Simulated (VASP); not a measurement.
# BAs (gw) (F-43m) in VASP: single point with PBE

Aim: the single point of BAs (gw) with PBE.

All numbers are computed with VASP 6.6.1; they aren't measurements. Logs are shortened: lines on timing, memory, paths and dates and some standing lists are left out, and cuts for length are marked.

## 1. The cell of the first run

It takes space group F-43m (No. 216, cubic). Conventional cell: a = 4.768 Å, b = 4.768 Å, c = 4.768 Å, α = 90.00°, β = 90.00°, γ = 90.00°. B (site symmetry -43m) has 4 As at 2.06 Å within 2.7 Å. Within 2.7 Å of As (site symmetry -43m) lie 4 B at 2.06 Å.

## 2. Single point, PBE

The input, INCAR:

```
SYSTEM = BAs
ALGO = Normal
EDIFF = 1E-6
ENCUT = 500
GGA = PE
GGA_COMPAT = .False.
ISIF = 2
ISMEAR = 0
LASPH = .True.
LCHARG = .False.
LREAL = .False.
LWAVE = .False.
NBANDS = 11
NELM = 120
PREC = Accurate
SIGMA = 0.01
```

The input, KPOINTS:

```
k-points
0
Gamma
  6 6 6
  0 0 0
```

The input, POSCAR:

```
BAs
1.0
    0.0000000000      2.3839379014      2.3839379014
    2.3839379014      0.0000000000      2.3839379014
    2.3839379014      2.3839379014      0.0000000000
B As
1 1
Direct
    0.0000000000      0.0000000000      0.0000000000
    0.7500000000      0.7500000000      0.7500000000
```

Potentials or basis: VASP PAW PBE potentials, release 64 (B, As).

The run is started by

```
cat potpaw_PBE.64/B/POTCAR potpaw_PBE.64/As/POTCAR > POTCAR
mpirun -np 1 vasp_std > vasp.out
```

OUTCAR:

```text
SYSTEM = BAs
   EDIFF = 1E-6
   ENCUT = 500
   GGA = PE
   ISIF = 2
   ISMEAR = 0
   LASPH = .True.
   LREAL = .False.
   NELM = 120
   PREC = Accurate

 ion  position               nearest neighbor table
   1  0.000  0.000  0.000-   2 2.06   2 2.06   2 2.06   2 2.06
   2  0.750  0.750  0.750-   1 2.06   1 2.06   1 2.06   1 2.06

  LATTYP: Found a face centered cubic cell.
 ALAT       =     4.7678758028

  Lattice vectors:

 A1 = (   0.0000000000,   2.3839379014,   2.3839379014)
 A2 = (   2.3839379014,   0.0000000000,   2.3839379014)
 A3 = (   2.3839379014,   2.3839379014,   0.0000000000)

Analysis of symmetry for initial positions (statically):
=====================================================================
 Subroutine PRICEL returns:
 Original cell was already a primitive cell.

 Routine SETGRP: Setting up the symmetry group for a
 face centered cubic supercell.

 Subroutine GETGRP returns: Found 24 space group operations
 (whereof 24 operations were pure point group operations)
 out of a pool of 48 trial point group operations.

The static configuration has the point symmetry T_d .

Analysis of symmetry for dynamics (positions and initial velocities):
=====================================================================
 Subroutine PRICEL returns:
 Original cell was already a primitive cell.

 Routine SETGRP: Setting up the symmetry group for a
 face centered cubic supercell.

 Subroutine GETGRP returns: Found 24 space group operations
 (whereof 24 operations were pure point group operations)
 out of a pool of 48 trial point group operations.

The dynamic configuration has the point symmetry T_d .

 Subroutine INISYM returns: Found 24 space group operations
 (whereof 24 operations are pure point group operations),
 and found     1 'primitive' translations

----------------------------------------------------------------------------------------

                                     Primitive cell

  volume of cell :      27.0966

  direct lattice vectors                    reciprocal lattice vectors
     0.000000000  2.383937901  2.383937901    -0.209737007  0.209737007  0.209737007
     2.383937901  0.000000000  2.383937901     0.209737007 -0.209737007  0.209737007
     2.383937901  2.383937901  0.000000000     0.209737007  0.209737007 -0.209737007

  length of vectors
     3.371397312  3.371397312  3.371397312     0.363275152  0.363275152  0.363275152

[... 78 lines left out ...]
   ISYM   =      2    0-nonsym 1-usesym 2-fastsym
   POTIM  = 0.5000    time-step for ionic-motion
   TEBEG  =    0.0;   TEEND  =   0.0 temperature during run
   PSTRESS=    0.0 pullay stress
   NELECT =       8.0000    total number of electrons
   NUPDOWN=      -1.0000    fix difference up-down
   EMIN   =  10.00;   EMAX   =-10.00  energy-range for DOS
   EFERMI =   0.00;   METHOD = LEGACY
   ISMEAR =     0;   SIGMA  =   0.01  broadening in eV -4-tet -1-fermi 0-gaus
   EFERMI_NEDOS =   21; number of points for ismear=-14 and -15
   IALGO  =     38    algorithm
   IMIX   =      4    mixing-type and parameters
     AMIX     =   0.40;   BMIX     =  1.00
     AMIX_MAG =   1.60;   BMIX_MAG =  1.00
  volume/ion in A,a.u.               =      13.55        91.43
  Fermi-wavevector in a.u.,A,eV,Ry     =   1.090101  2.059991 16.168064  1.188319
  Thomas-Fermi vector in A             =   2.226318
   LORBIT       =      0    0 simple, 1 ext, 2 COOP (PROOUT), +10 PAW based schemes
   GGA     = PE    functional components
   LHFCALC =     F    Hartree Fock is set to
   AEXX    =    0.0000 exact exchange contribution
   IVDW    =     0    specifies the selected vdW correction
   LEPSILON=     F    determine dielectric tensor
   LRPA    =     F    only Hartree local field effects (RPA)
 non-spin polarized calculation
 Gauss-broadening in eV      SIGMA  =   0.01
  energy-cutoff  :      500.00
  volume of cell :       27.10
 maximum number of plane-waves:       701
 NGX is ok and might be reduce to    28
   NGX = 13   NGY = 13   NGZ = 13

 number of electron       8.0000000 magnetization

 Free energy of the ion-electron system (eV)
  ---------------------------------------------------
  ext. energy  EPLUGINS =         0.00000000
  ---------------------------------------------------
  free energy    TOTEN  =       -11.38355516 eV

  energy without entropy =      -11.38355516  energy(sigma->0) =      -11.38355516

 E-fermi :   6.3283     XC(G=0): -10.6059

 val. band max:        6.1960436411   @ k =   0.0000   0.0000   0.0000
 cond. band min:       7.4636858333   @ k =   0.3333   0.3333   0.0000
 fundamental gap:      1.2676421922
 Fermi energy:         6.3283353621

 k-point     1 :       0.0000    0.0000    0.0000
  band No.  band energies     occupation
      1      -9.2597      2.00000
      2       6.1960      2.00000
      3       6.1960      2.00000
      4       6.1960      2.00000
      5       9.4771      0.00000
      6       9.4771      0.00000
      7       9.4771      0.00000
      8      10.9564      0.00000
      9      15.8057      0.00000
     10      19.1657      0.00000
     11      19.1657      0.00000
[... 197 lines left out ...]
 k-point    16 :      -0.3333    0.5000    0.1667
  band No.  band energies     occupation
      1      -4.9184      2.00000
      2      -2.0414      2.00000
      3       1.0078      2.00000
      4       1.2034      2.00000
      5       9.9676      0.00000
      6      10.1933      0.00000
      7      14.8769      0.00000
      8      15.1210      0.00000
      9      18.5506      0.00000
     10      21.9256      0.00000
     11      22.0669      0.00000

------------------------ aborting loop because EDIFF is reached ----------------------------------------

  FORCE on cell =-STRESS in cart. coord.  units (eV):
  Direction    XX          YY          ZZ          XY          YZ          ZX
  --------------------------------------------------------------------------------------
  -------------------------------------------------------------------------------------
  Total        0.7299169      0.7299169      0.7299169      0.0000000      0.0000000     -0.0000000
  in kB       43.1587841     43.1587841     43.1587841      0.0000000      0.0000000     -0.0000000
  external PRESSURE =      43.1587841 kB  Pullay stress =       0.0000000 kB

 VOLUME and BASIS-vectors are now :
 -----------------------------------------------------------------------------
  energy-cutoff  :      500.00
  volume of cell :       27.10
      direct lattice vectors                 reciprocal lattice vectors
     0.000000000  2.383937901  2.383937901    -0.209737007  0.209737007  0.209737007
     2.383937901  0.000000000  2.383937901     0.209737007 -0.209737007  0.209737007
     2.383937901  2.383937901  0.000000000     0.209737007  0.209737007 -0.209737007

 POSITION                                       TOTAL-FORCE (eV/Angst)
 -----------------------------------------------------------------------------------
      0.00000      0.00000      0.00000         0.000000     -0.000000      0.000000
      3.57591      3.57591      3.57591        -0.000000      0.000000     -0.000000
 -----------------------------------------------------------------------------------
    total drift:                                0.000000      0.000000      0.000000

  FREE ENERGIE OF THE ION-ELECTRON SYSTEM (eV)
  ---------------------------------------------------
  free  energy   TOTEN  =       -11.3835551575 eV

  energy  without entropy=      -11.3835551575  energy(sigma->0) =      -11.38355516
```

It took 13 s on 1 thread of Intel Xeon 8259CL, shared host; peak memory 0.15 GiB.

What came out:

| Item | Value |
| --- | --- |
| Free energy | -11.3836 eV |
| Pressure | 4.3 GPa |
| Band gap on the k mesh | 1.27 eV, indirect (least direct gap 3.28 eV) |

A k mesh can miss the band edges. A hybrid or GW would open this gap; PBE tends to underestimate it.
